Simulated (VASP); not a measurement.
# Rh (Fm-3m) in VASP: a series of runs, part 2 of 2

VASP 6.6.1.

## 5. Single point, PBEsol

This run uses another cell than the first one, of 13.67 Å³/atom, 1.013 times its volume.

INCAR

```
PREC = Accurate
ENCUT = 500
EDIFF = 1E-6
ISMEAR = 0
SIGMA = 0.1
LREAL = F
LASPH = T
NELM = 120
ALGO = Normal
ISIF = 2
LWAVE = F
LCHARG = F
GGA = PS
NBANDS = 14
GGA_COMPAT = F
```

KPOINTS

```
Automatic mesh
0
Gamma
  8 8 8
```

POSCAR

```
Rh
1.0
    0.0000000000      1.8978500000      1.8978500000
    1.8978500000      0.0000000000      1.8978500000
    1.8978500000      1.8978500000      0.0000000000
Rh
1
Direct
    0.0000000000      0.0000000000      0.0000000000
```

Potentials or basis: VASP PAW PBE potentials, release 64 (Rh_pv).

Started as:

```bash
$ cat potpaw_PBE.64/Rh_pv/POTCAR > POTCAR
$ mpirun -np 1 vasp_std > vasp.out
```

OUTCAR:

```text
PREC = Accurate
   ENCUT = 500
   EDIFF = 1E-6
   ISMEAR = 0
   LREAL = F
   LASPH = T
   NELM = 120
   ISIF = 2
   GGA = PS

 ion  position               nearest neighbor table
   1  0.000  0.000  0.000-

  LATTYP: Found a face centered cubic cell.
 ALAT       =     3.7957000000

  Lattice vectors:

 A1 = (   0.0000000000,   1.8978500000,   1.8978500000)
 A2 = (   1.8978500000,   0.0000000000,   1.8978500000)
 A3 = (   1.8978500000,   1.8978500000,   0.0000000000)

Analysis of symmetry for initial positions (statically):
=====================================================================
 Subroutine PRICEL returns:
 Original cell was already a primitive cell.

 Routine SETGRP: Setting up the symmetry group for a
 face centered cubic supercell.

 Subroutine GETGRP returns: Found 48 space group operations
 (whereof 48 operations were pure point group operations)
 out of a pool of 48 trial point group operations.

The static configuration has the point symmetry O_h .

Analysis of symmetry for dynamics (positions and initial velocities):
=====================================================================
 Subroutine PRICEL returns:
 Original cell was already a primitive cell.

[... 159 lines left out ...]

 k-point     1 :       0.0000    0.0000    0.0000
  band No.  band energies     occupation
      1     -34.4491      2.00000
      2     -34.4491      2.00000
      3     -34.4491      2.00000
      4       3.7622      2.00000
      5       8.7534      2.00000
      6       8.7534      2.00000
      7       8.7534      2.00000
      8      10.8979      2.00000
      9      10.8979      2.00000
     10      27.7776      0.00000
     11      32.2820      0.00000
     12      33.2737      0.00000
     13      33.2737      0.00000
     14      33.2737      0.00000
[... 377 lines left out ...]
      1     -35.0994      2.00000
      2     -34.7505      2.00000
      3     -34.6163      2.00000
      4       6.7919      2.00000
      5       7.6765      2.00000
      6       9.1623      2.00000
      7       9.8529      2.00000
      8      12.2693      0.00000
      9      17.2755      0.00000
     10      20.3014      0.00000
     11      27.9309      0.00000
     12      28.6883      0.00000
     13      32.2876      0.00000
     14      33.0188      0.00000

 [... further k-points ...]
[... 5 lines left out ...]
  --------------------------------------------------------------------------------------
  -------------------------------------------------------------------------------------
  Total       -0.2293656     -0.2293656     -0.2293656     -0.0000000     -0.0000000      0.0000000
  in kB      -26.8796277    -26.8796277    -26.8796277     -0.0000000     -0.0000000      0.0000000
  external PRESSURE =     -26.8796277 kB  Pullay stress =       0.0000000 kB

 VOLUME and BASIS-vectors are now :
 -----------------------------------------------------------------------------
  energy-cutoff  :      500.00
  volume of cell :       13.67
      direct lattice vectors                 reciprocal lattice vectors
     0.000000000  1.897850000  1.897850000    -0.263456016  0.263456016  0.263456016
     1.897850000  0.000000000  1.897850000     0.263456016 -0.263456016  0.263456016
     1.897850000  1.897850000  0.000000000     0.263456016  0.263456016 -0.263456016

 POSITION                                       TOTAL-FORCE (eV/Angst)
 -----------------------------------------------------------------------------------
      0.00000      0.00000      0.00000         0.000000      0.000000      0.000000
 -----------------------------------------------------------------------------------
    total drift:                               -0.000000     -0.000000     -0.000000

  FREE ENERGIE OF THE ION-ELECTRON SYSTEM (eV)
  ---------------------------------------------------
  free  energy   TOTEN  =        -8.1050344720 eV

  energy  without entropy=       -8.0951810070  energy(sigma->0) =       -8.10010774
```

OSZICAR:

```text
N       E                     dE             d eps       ncg     rms          rms(c)
DAV:   1     0.120473480609E+03    0.12047E+03   -0.84400E+03   818   0.112E+03
DAV:   2    -0.708933094118E+01   -0.12756E+03   -0.12154E+03   890   0.341E+02
DAV:   3    -0.871773477116E+01   -0.16284E+01   -0.16240E+01   980   0.425E+01
DAV:   4    -0.872360128415E+01   -0.58665E-02   -0.58663E-02   920   0.258E+00
DAV:   5    -0.872365126942E+01   -0.49985E-04   -0.49985E-04   974   0.211E-01    0.113E+01
DAV:   6    -0.812729385754E+01    0.59636E+00   -0.10899E+00   872   0.139E+01    0.357E+00
DAV:   7    -0.810971863244E+01    0.17575E-01   -0.15025E-02   896   0.146E+00    0.172E+00
DAV:   8    -0.810512470591E+01    0.45939E-02   -0.26410E-03   872   0.704E-01    0.171E-01
DAV:   9    -0.810503074496E+01    0.93961E-04   -0.50415E-05   866   0.946E-02    0.214E-02
DAV:  10    -0.810503429457E+01   -0.35496E-05   -0.18962E-06   912   0.163E-02    0.129E-03
DAV:  11    -0.810503447202E+01   -0.17745E-06   -0.67458E-08   418   0.340E-03
   1 F= -.81050345E+01 E0= -.81001077E+01  d E =-.985346E-02
```

stdout:

```text
POSCAR found type information on POSCAR Rh
 POSCAR found :  1 types and       1 ions
 scaLAPACK will be used
 -----------------------------------------------------------------------------
|                                                                             |
|                                                                             |
|     You enforced a specific xc type in the INCAR file but a different       |
|     I HOPE YOU KNOW WHAT YOU ARE DOING!                                     |
|                                                                             |
 -----------------------------------------------------------------------------

 LDA part: xc-table for (Slater+PW92), standard interpolation
 POSCAR, INCAR and KPOINTS ok, starting setup
 FFT: planning ... GRIDC
 FFT: planning ... GRID_SOFT
 FFT: planning ... GRID
 WAVECAR not read
 entering main loop
```

Wall time 6.1 s (1 thread of AMD EPYC 9R45 (Zen 5), shared host); peak memory 0.09 GiB.

Results:

| Quantity | Value |
| --- | --- |
| Free energy | -8.1050 eV |
| Pressure | -2.7 GPa |

Caveat: the PAW data sets were made with another functional, which shifts forces and pressure a little.

## 6. Single point, PBEsol

INCAR

```
PREC = Accurate
ENCUT = 520
EDIFF = 1E-6
ISMEAR = 0
SIGMA = 0.1
LREAL = F
LASPH = T
NELM = 80
ALGO = Normal
ISIF = 2
LWAVE = F
LCHARG = T
GGA = PS
LELF = T
LVHAR = T
NBANDS = 14
```

KPOINTS

```
Automatic mesh
0
Gamma
  18 18 18
```

POSCAR

```
Rh
1.0
    0.0000000000      1.8899900467      1.8899900467
    1.8899900467      0.0000000000      1.8899900467
    1.8899900467      1.8899900467      0.0000000000
Rh
1
Direct
    0.0000000000      0.0000000000      0.0000000000
```

Potentials or basis: VASP PAW PBE potentials, release 64 (Rh_pv).

Started as:

```bash
$ cat potpaw_PBE.64/Rh_pv/POTCAR > POTCAR
$ mpirun -np 1 vasp_std > vasp.out
```

Wall time 30 s (1 thread of Intel Xeon 8259CL, shared host); peak memory 0.15 GiB.

Results (log left out):

```
Free energy : -8.1412 eV
Pressure    : -0.1 GPa
```

Levels at points of the mesh, in eV from the Fermi level:
| k point | band 4 | band 5 | band 6 | band 7 | band 8 | band 9 | band 10 | band 11 |
| --- | --- | --- | --- | --- | --- | --- | --- | --- |
| (0.00, 0.00, 0.00) | -8.20 | -3.19 | -3.19 | -3.19 | -1.02 | -1.02 | 15.91 | 20.30 |
| (0.50, 0.00, 0.00) | -6.33 | -3.27 | -3.27 | 0.59 | 0.59 | 0.62 | 8.77 | 15.42 |
| (0.50, 0.50, 0.00) | -6.53 | -6.15 | 0.57 | 1.01 | 1.01 | 3.19 | 12.45 | 13.33 |

Caveat: the PAW data sets were made with another functional, which shifts forces and pressure a little.

## 7. The runs side by side

| cell | k mesh | cutoff (eV) | gap on the mesh (eV) | pressure (GPa) |
| --- | --- | --- | --- | --- |
| a = 2.673 Å, angles 60.0°, 1 atom | 18 × 18 × 18 | 520 | none | -0.1 |
| a = 2.699 Å, angles 60.0°, 1 atom | 18 × 18 × 18 | 520 | none | -8.2 |
| a = 2.725 Å, angles 60.0°, 1 atom | 18 × 18 × 18 | 520 | none | -14.9 |
| a = 2.684 Å, angles 60.0°, 1 atom | 8 × 8 × 8 | 500 | none | -2.7 |

Alike in all rows: task single point; level PBEsol; potentials or basis VASP PAW PBE potentials, release 64 (Rh_pv); no spin polarisation; smearing gaussian 0.1 eV.

Caveats: the PAW data sets were made with another functional, which shifts forces and pressure a little.

Absolute energies hang on the potentials; compare differences alone.
